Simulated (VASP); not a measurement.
# SrCl2 (Fm-3m) in VASP: notebook, part 2 of 3

VASP 6.6.1. Earlier steps stand in the parts before.

## 3. Relaxation of cell and atoms, PBEsol, target pressure 30 GPa, at which the enthalpy is minimised

INCAR reads:

```
SYSTEM = SrCl2
ALGO = Normal
EDIFF = 1E-7
EDIFFG = -0.005
ENCUT = 600
GGA = PS
IBRION = 2
ISIF = 3
ISMEAR = -1
LASPH = .TRUE.
LCHARG = .FALSE.
LREAL = .FALSE.
LWAVE = .FALSE.
NELM = 80
NSW = 80
PREC = Accurate
PSTRESS = 300.0
SIGMA = 0.05
```

KPOINTS reads:

```
k-points
0
G
  7 7 7
  0 0 0
```

POSCAR reads:

```
SrCl2
1.0
    0.0000000000      3.4883500000      3.4883500000
    3.4883500000      0.0000000000      3.4883500000
    3.4883500000      3.4883500000      0.0000000000
Sr Cl
1 2
Direct
    0.0000000000      0.0000000000      0.0000000000
    0.7500000000      0.7500000000      0.7500000000
    0.2500000000      0.2500000000      0.2500000000
```

Potentials or basis: VASP PAW PBE potentials, release 64 (Sr_sv, Cl).

Command:

```sh
> cat potpaw_PBE.64/Sr_sv/POTCAR potpaw_PBE.64/Cl/POTCAR > POTCAR
> mpirun -np 1 vasp_std > vasp.out
```

OUTCAR:

```text
SYSTEM = SrCl2
   EDIFF = 1E-7
   EDIFFG = -0.005
   ENCUT = 600
   GGA = PS
   IBRION = 2
   ISIF = 3
   ISMEAR = -1
   LASPH = .TRUE.
   LREAL = .FALSE.
   NELM = 80
   NSW = 80
   PREC = Accurate
   PSTRESS = 300.0

 ion  position               nearest neighbor table
   1  0.000  0.000  0.000-   2 3.02   2 3.02   2 3.02   2 3.02   3 3.02   3 3.02   3 3.02   3 3.02

   2  0.750  0.750  0.750-   1 3.02   1 3.02   1 3.02   1 3.02
   3  0.250  0.250  0.250-   1 3.02   1 3.02   1 3.02   1 3.02

  LATTYP: Found a face centered cubic cell.
 ALAT       =     6.9767000000

  Lattice vectors:

 A1 = (   0.0000000000,   3.4883500000,   3.4883500000)
 A2 = (   3.4883500000,   0.0000000000,   3.4883500000)
 A3 = (   3.4883500000,   3.4883500000,   0.0000000000)

Analysis of symmetry for initial positions (statically):
=====================================================================
 Subroutine PRICEL returns:
 Original cell was already a primitive cell.

 Routine SETGRP: Setting up the symmetry group for a
 face centered cubic supercell.

 Subroutine GETGRP returns: Found 48 space group operations
 (whereof 48 operations were pure point group operations)
 out of a pool of 48 trial point group operations.

The static configuration has the point symmetry O_h .

Analysis of symmetry for dynamics (positions and initial velocities):
=====================================================================
 Subroutine PRICEL returns:
 Original cell was already a primitive cell.

 Routine SETGRP: Setting up the symmetry group for a
 face centered cubic supercell.

 Subroutine GETGRP returns: Found 48 space group operations
 (whereof 48 operations were pure point group operations)
 out of a pool of 48 trial point group operations.

The dynamic configuration has the point symmetry O_h .

 Subroutine INISYM returns: Found 48 space group operations
 (whereof 48 operations are pure point group operations),
 and found     1 'primitive' translations

----------------------------------------------------------------------------------------

                                     Primitive cell

  volume of cell :      84.8966

  direct lattice vectors                    reciprocal lattice vectors
     0.000000000  3.488350000  3.488350000    -0.143334241  0.143334241  0.143334241
     3.488350000  0.000000000  3.488350000     0.143334241 -0.143334241  0.143334241
     3.488350000  3.488350000  0.000000000     0.143334241  0.143334241 -0.143334241

  length of vectors
     4.933271880  4.933271880  4.933271880     0.248262188  0.248262188  0.248262188

  position of ions in fractional coordinates (direct lattice)
     0.000000000  0.000000000  0.000000000
     0.750000000  0.750000000  0.750000000
     0.250000000  0.250000000  0.250000000

  ion indices of the primitive-cell ions
   primitive index   ion index
                 1           1
                 2           2
                 3           3

----------------------------------------------------------------------------------------

 KPOINTS: k-points

Automatic generation of k-mesh.
 Grid dimensions read from file:
 generate k-points for:    7    7    7

 Generating k-lattice:

  Cartesian coordinates                     Fractional coordinates (reciprocal lattice)
    -0.020476320  0.020476320  0.020476320     0.142857143  0.000000000  0.000000000
     0.020476320 -0.020476320  0.020476320     0.000000000  0.142857143  0.000000000
     0.020476320  0.020476320 -0.020476320     0.000000000  0.000000000  0.142857143

  Length of vectors
     0.035466027  0.035466027  0.035466027

  Shift w.r.t. Gamma in fractional coordinates (k-lattice)
     0.000000000  0.000000000  0.000000000

 Subroutine IBZKPT returns following result:
 ===========================================

 Found     20 irreducible k-points:

 Following reciprocal coordinates:
            Coordinates               Weight
  0.000000  0.000000  0.000000      1.000000
  0.142857  0.000000  0.000000      8.000000
  0.285714  0.000000  0.000000      8.000000
  0.428571  0.000000  0.000000      8.000000
  0.142857  0.142857  0.000000      6.000000
  0.285714  0.142857  0.000000     24.000000
[... 12 lines left out ...]
 -0.428571  0.428571  0.142857     24.000000
 -0.285714  0.428571  0.142857     24.000000
   k-points           NKPTS =     20   k-points in BZ     NKDIM =     20   number of bands    NBANDS=     16
   number of dos      NEDOS =    301   number of ions     NIONS =      3
   total plane-waves  NPLWV =  64000
   dimension x,y,z NGX =    40 NGY =   40 NGZ =   40
   dimension x,y,z NGXF=    80 NGYF=   80 NGZF=   80
   ions per type =               1   2
   NGX,Y,Z   is equivalent  to a cutoff of  13.48, 13.48, 13.48 a.u.
   NGXF,Y,Z  is equivalent  to a cutoff of  26.96, 26.96, 26.96 a.u.
 SYSTEM =  SrCl2
   PREC   = accura    normal or accurate (medium, high low for compatibility)
   ISTART =      0    job   : 0-new  1-cont  2-samecut
   ICHARG =      2    charge: 1-file 2-atom 10-const
   ISPIN  =      1    spin polarized calculation?
   LNONCOLLINEAR =      F non collinear calculations
   LSORBIT =      F    spin-orbit coupling
   LASPH  =      T    aspherical Exc in radial PAW
   ENCUT  =  600.0 eV  44.10 Ry    6.64 a.u.   9.85  9.85  9.85*2*pi/ulx,y,z
   NELM   =     80;   NELMIN=  2; NELMDL= -5     # of ELM steps
   EDIFF  = 0.1E-06   stopping-criterion for ELM
   LREAL  =      F    real-space projection
   EDIFFG = -.5E-02   stopping-criterion for IOM
   NSW    =     80    number of steps for IOM
   IBRION =      2    ionic relax: 0-MD 1-quasi-New 2-CG
   NFREE  =      1    steps in history (QN), initial steepest desc. (CG)
   ISIF   =      3    stress and relaxation
   ISYM   =      2    0-nonsym 1-usesym 2-fastsym
   POTIM  = 0.5000    time-step for ionic-motion
   TEBEG  =    0.0;   TEEND  =   0.0 temperature during run
   PSTRESS=  300.0 pullay stress
   NELECT =      24.0000    total number of electrons
   NUPDOWN=      -1.0000    fix difference up-down
   EMIN   =  10.00;   EMAX   =-10.00  energy-range for DOS
   EFERMI =   0.00;   METHOD = LEGACY
   ISMEAR =    -1;   SIGMA  =   0.05  broadening in eV -4-tet -1-fermi 0-gaus
   EFERMI_NEDOS =   21; number of points for ismear=-14 and -15
   IALGO  =     38    algorithm
   IMIX   =      4    mixing-type and parameters
     AMIX     =   0.40;   BMIX     =  1.00
     AMIX_MAG =   1.60;   BMIX_MAG =  1.00
  volume/ion in A,a.u.               =      28.30       190.97
  Fermi-wavevector in a.u.,A,eV,Ry     =   1.074439  2.030396 15.706833  1.154420
  Thomas-Fermi vector in A             =   2.210267
   LORBIT       =      0    0 simple, 1 ext, 2 COOP (PROOUT), +10 PAW based schemes
   GGA     = PS    functional components
   LHFCALC =     F    Hartree Fock is set to
   AEXX    =    0.0000 exact exchange contribution
   IVDW    =     0    specifies the selected vdW correction
   LEPSILON=     F    determine dielectric tensor
   LRPA    =     F    only Hartree local field effects (RPA)
 conjugate gradient relaxation of ions
 non-spin polarized calculation
  energy-cutoff  :      600.00
  volume of cell :       84.90
 maximum number of plane-waves:      2851
   NGX = 19   NGY = 19   NGZ = 19

--------------------------------------- Ionic step        1  -------------------------------------------

 number of electron      24.0000003 magnetization

 Free energy of the ion-electron system (eV)
  ---------------------------------------------------
  ext. energy  EPLUGINS =         0.00000000
  ---------------------------------------------------
  free energy    TOTEN  =       -13.33701625 eV

  energy without entropy =      -13.33701625  energy(sigma->0) =      -13.33701625

 E-fermi :   1.1120     XC(G=0):  -8.4907

 val. band max:        0.0477487216   @ k =  -0.4286   0.4286   0.0000
 cond. band min:       5.2171050901   @ k =   0.0000   0.0000   0.0000
 fundamental gap:      5.1693563685
 Fermi energy:         1.1120124391
[... 877 lines left out ...]
  energy  without entropy=      -12.2222082924  energy(sigma->0) =      -12.22220829

  enthalpy is  TOTEN    =        -0.7063409781 eV   P V=       11.5158673143

[... ionic steps 4 to 14 ...]

--------------------------------------- Ionic step       15  -------------------------------------------

 number of electron      23.9999999 magnetization

------------------------ aborting loop because EDIFF is reached ----------------------------------------
[... 73 lines left out ...]
--------------------------------------- Ionic step       17  -------------------------------------------

 number of electron      23.9999999 magnetization

 Free energy of the ion-electron system (eV)
  ---------------------------------------------------
  ext. energy  EPLUGINS =         0.00000000
  ---------------------------------------------------
  free energy    TOTEN  =       -11.66528011 eV

  energy without entropy =      -11.66528011  energy(sigma->0) =      -11.66528011

 E-fermi :   4.3170     XC(G=0): -10.2875

 val. band max:        3.1861194285   @ k =  -0.4286   0.4286   0.0000
 cond. band min:       8.1478196227   @ k =   0.4286   0.4286   0.0000
 fundamental gap:      4.9617001942
 Fermi energy:         4.3169834233
[... 412 lines left out ...]
  energy  without entropy=      -11.6652801056  energy(sigma->0) =      -11.66528011

  enthalpy is  TOTEN    =        -0.7946974567 eV   P V=       10.8705826489

 reached required accuracy - stopping structural energy minimisation
```

OSZICAR:

```text
N       E                     dE             d eps       ncg     rms          rms(c)
DAV:   1     0.158553680110E+03    0.15855E+03   -0.12342E+04   640   0.150E+03
[... 164 lines left out ...]
DAV:   1    -0.116666575544E+02   -0.37645E-01   -0.33877E-02   808   0.141E+00    0.385E-01
DAV:   2    -0.116655426267E+02    0.11149E-02   -0.23887E-03   760   0.351E-01    0.180E-01
DAV:   3    -0.116652678081E+02    0.27482E-03   -0.94646E-04   960   0.199E-01    0.112E-01
DAV:   4    -0.116652770514E+02   -0.92433E-05   -0.80986E-05  1096   0.529E-02    0.593E-02
DAV:   5    -0.116652800663E+02   -0.30148E-05   -0.30670E-05  1096   0.293E-02    0.106E-02
DAV:   6    -0.116652801350E+02   -0.68737E-07   -0.20009E-06  1064   0.109E-02    0.522E-03
DAV:   7    -0.116652801056E+02    0.29381E-07   -0.16586E-07   608   0.294E-03
  17 F= -.79469746E+00 E0= -.79469746E+00  d E =-.928229E-03
```

CONTCAR:

```text
SrCl2
   1.00000000000000
    -0.0000000000000000    3.0732935992054333    3.0732935992054338
     3.0732935992054333   -0.0000000000000000    3.0732935992054338
     3.0732935992054333    3.0732935992054333   -0.0000000000000000
  Sr              Cl
     1     2
Direct
     0.0000000000000000    0.0000000000000000    0.0000000000000000
     0.7500000000000000    0.7500000000000000    0.7500000000000000
     0.2500000000000000    0.2500000000000000    0.2500000000000000

  0.00000000E+00  0.00000000E+00  0.00000000E+00
  0.00000000E+00  0.00000000E+00  0.00000000E+00
  0.00000000E+00  0.00000000E+00  0.00000000E+00
```

It took 8.1 min on 1 thread of Intel Xeon Platinum 8259CL at 2.50GHz (Skylake/Cascade Lake), shared host; peak memory 0.26 GiB.

Results:

| Item | Value |
| --- | --- |
| Free energy | -11.6653 eV |
| Relaxed volume | 19.35 Å³/atom |
| Relaxed cell | a = 4.346 Å, b = 4.346 Å, c = 4.346 Å, α = 60.00°, β = 60.00°, γ = 60.00° |
| Space group after relaxing (to 0.1 Å) | Fm-3m (No. 225) |
| Energy change on relaxing (the run minimises the enthalpy) | +557.2 meV/atom |
| Ionic steps | 17 |
| Pressure after relaxing | 30.0 GPa |
| Band gap on the k mesh | 4.96 eV (least direct gap 5.14 eV) |

Step by step:
```tsv
step	energy change (eV)	largest force (eV/Å)	pressure (GPa)	volume (Å³)
1	0.0000	0.0000	-0.90	84.90
2	16.2525	0.0000	229.25	33.94
3	1.1148	0.0000	22.12	61.50
4	1.4490	0.0000	26.89	59.31
5	1.6770	0.0000	30.07	58.03
6	1.5902	0.0000	28.87	58.50
7	1.5950	0.0000	28.93	58.47
8	1.6092	0.0000	29.13	58.39
9	1.6095	0.0000	29.13	58.39
10	1.6102	0.0000	29.14	58.39
11	1.6118	0.0000	29.17	58.38
12	1.6148	0.0000	29.21	58.36
13	1.6209	0.0000	29.29	58.33
14	1.6332	0.0000	29.46	58.26
15	1.6579	0.0000	29.81	58.13
16	1.7080	0.0000	30.50	57.86
17	1.6717	0.0000	30.00	58.06
```

Final structure:
```
Sr Cl
1.0
     0.00000    3.07329    3.07329
     3.07329    0.00000    3.07329
     3.07329    3.07329    0.00000
Sr Cl
1 2
Direct
  0.00000 0.00000 0.00000
  0.75000 0.75000 0.75000
  0.25000 0.25000 0.25000
```

Levels at points of the mesh, in eV from the valence-band top:
```tsv
k point	band 10	band 11	band 12	band 13	band 14	band 15
(0.00, 0.00, 0.00)	-0.45	-0.45	-0.45	5.31	5.31	6.64
```

Caveat: the cell is relaxed towards a set pressure, so the run minimises the enthalpy, not the energy; the volume moved by over 15 % at a fixed basis, so the end points are rough; the PAW data sets were made with another functional, which shifts forces and pressure a little; an odd mesh through Γ misses points on the zone boundary, where band edges can lie. As with any semilocal functional, this PBEsol gap is likely too small.

## 4. Single point, PBE0

POSCAR is that of step 3.

INCAR.step1 reads:

```
ALGO = Normal
EDIFF = 1E-5
ENCUT = 520
GGA = PE
ISIF = 2
ISMEAR = -1
LASPH = T
LREAL = F
LWAVE = T
NBANDS = 19
NELM = 80
PREC = Accurate
SIGMA = 0.05
```

INCAR.step2 reads:

```
AEXX = 0.25
ALGO = Normal
EDIFF = 1E-7
ENCUT = 520
GGA = PE
ISIF = 2
ISMEAR = -1
ISTART = 1
LASPH = T
LCHARG = T
LELF = T
LHFCALC = T
LREAL = F
LVHAR = T
LWAVE = F
NBANDS = 19
NELM = 80
PREC = Accurate
PRECFOCK = Normal
SIGMA = 0.05
```

KPOINTS reads:

```
k-points
0
Gamma
  4 4 4
```

Command:

```sh
> cat potpaw_PBE.64/Sr_sv/POTCAR potpaw_PBE.64/Cl/POTCAR > POTCAR
> cp INCAR.step1 INCAR
> mpirun -np 1 vasp_std > vasp.out
> cp INCAR.step2 INCAR
> mpirun -np 1 vasp_std > vasp.out
```

It took 35 min on 1 thread of AMD EPYC 7R43 (Zen 3), shared host; peak memory 0.21 GiB.

The run converged. Its results:

```yaml
Free_energy: -15.5319 eV
Pressure: 0.4 GPa
Band_gap_on_the_k_mesh: 7.35 eV (least direct gap 7.57 eV)
```

Levels at points of the mesh, in eV from the valence-band top:
| k point | band 10 | band 11 | band 12 | band 13 | band 14 | band 15 |
| --- | --- | --- | --- | --- | --- | --- |
| (0.00, 0.00, 0.00) | -0.37 | -0.37 | -0.37 | 7.35 | 8.28 | 8.28 |
| (0.50, 0.00, 0.00) | -1.42 | -1.15 | -1.15 | 8.96 | 8.96 | 9.86 |
| (0.50, 0.50, 0.00) | -0.43 | -0.43 | 0.00 | 7.57 | 9.32 | 9.98 |

Caveat: the PAW data sets were made with another functional, which shifts forces and pressure a little.

[end of part 2 of 3]
